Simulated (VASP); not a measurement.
Runs of VASP 6.6.1 on CaCu3C2. The structure is that of space group P6/mmm (No. 191), or close to it. The cells are those of the table. The cell was generated, and may not be a known phase.

| task | cell | k mesh | cutoff (eV) | gap on the mesh (eV) | pressure (GPa) |
| --- | --- | --- | --- | --- | --- |
| relaxation of cell and atoms | relaxed from a = 5.316, b = 5.316, c = 3.531 Å, angles 90.0, 90.0, 120.0°, 6 atoms | 6 × 6 × 6 | 600 | none | 0.0 |
| single point | a = 5.178, b = 5.178, c = 3.046 Å, angles 90.0, 90.0, 120.0°, 6 atoms | 12 × 12 × 12 | 520 | none | 0.6 |
| single point | a = 5.316, b = 5.316, c = 3.531 Å, angles 90.0, 90.0, 120.0°, 6 atoms | 6 × 6 × 6 | 520 | none | -15.6 |
| single point | a = 5.187, b = 5.187, c = 3.037 Å, angles 90.0, 90.0, 120.0°, 6 atoms | 6 × 6 × 6 | 520 | none | (a) |

Alike in all rows: level PBE; potentials or basis VASP PAW PBE potentials, release 64 (Ca_sv, Cu, C); no spin polarisation; smearing gaussian 0.1 eV.

**Question.** Estimate the missing entries.

**Answer.** (a) 0.5.

Caveats: the stress differs along the axes, from -22 to -13 GPa (at least some runs).

A gap of «none» marks levels without a gap at the run's occupations.
